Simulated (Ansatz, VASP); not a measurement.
**One calculation of CoO, two programs**

File INCAR:

```
SYSTEM = CoO
PREC = Accurate
ENCUT = 1340
EDIFF = 1E-6
ISMEAR = 0
SIGMA = 0.05
LREAL = .False.
LASPH = .True.
NELM = 200
ALGO = Normal
ISIF = 2
LWAVE = .False.
LCHARG = .False.
ISPIN = 2
MAGMOM = 3 0
LORBIT = 11
LMAXMIX = 4
LDAU = .True.
LDAUTYPE = 2
LDAUL = 2 -1
LDAUU = 4 0
LDAUJ = 0 0
LDAUPRINT = 1
NBANDS = 22
GGA_COMPAT = .False.
```

File KPOINTS:

```
regular mesh
0
Gamma
  8 8 8
  0 0 0
```

POSCAR

```
CoO
1.0
    0.0000000000      2.1315016600      2.1315016600
    2.1315016600      0.0000000000      2.1315016600
    2.1315016600      2.1315016600      0.0000000000
Co O
1 1
Direct
    0.0000000000      0.0000000000      0.0000000000
    0.5000000000      0.5000000000      0.5000000000
```

Input for Ansatz:

```yaml
crystal:
  lattice:
    - [0.0, 2.13150166, 2.13150166]
    - [2.13150166, 0.0, 2.13150166]
    - [2.13150166, 2.13150166, 0.0]
  atoms:
    - { symbol: Co, position: [0.0, 0.0, 0.0], spin: 3.0 }
    - { symbol: O, position: [0.5, 0.5, 0.5] }
basis:
  ecutwfc: 420
  ecutrho_ratio: 4
kpoints:
  mp_grid: { grid: [8, 8, 8] }
hamiltonian:
  xc: lda
  hubbard: { sites: [{ site: 0, l: d, u_eff: 4.0 }] }
scf:
  occupations: { method: gaussian, width: 0.05 }
  lower_state_search: "off"
  max_iter: 150
output:
  forces: true
  stress: true
  eigenvalues: true
  populations: true
  hubbard: { sites: [{ site: 0, l: d }] }
magnetization:
  spin_polarized: true
```

Alike in both runs: task single point; functional LDA; k mesh 8 × 8 × 8; occupations gaussian, width 0.05 eV; collinear spin; Hubbard terms Co d U = 4.0 eV.

|  | VASP | Ansatz |
| --- | --- | --- |
| version | VASP 6.6.1 | Ansatz 0.2.0 |
| potentials or method | VASP PAW LDA potentials, release 64 (Co_sv, O_h), cutoff 1340 eV | scalar-relativistic, plane waves, PAW |
| valence electrons in the cell | 23 | 23 |

|  | VASP | Ansatz | Ansatz less VASP |
| --- | --- | --- | --- |
| gap on the k mesh at the Fermi level (eV) | none | none | - |
| pressure (GPa) | -16.8 | -15.7 | +1.13 |
| net moment per atom (μB) | 1.50 | 1.42 | -0.076 |
| size of the moment on the site where the two differ most (μB) | 2.68 | 2.48 | -0.195 |

LDA's correlation is that of Perdew and Zunger in VASP and of Perdew and Wang (1992) in Ansatz. Site moments also hang on the region over which each program counts them. The programs project onto different local orbitals, so the same U acts differently, and such runs can settle in different states. A gap of «none» marks a metal or a gap that the smearing closes. Ansatz's warnings: filled band counts differ across k points.
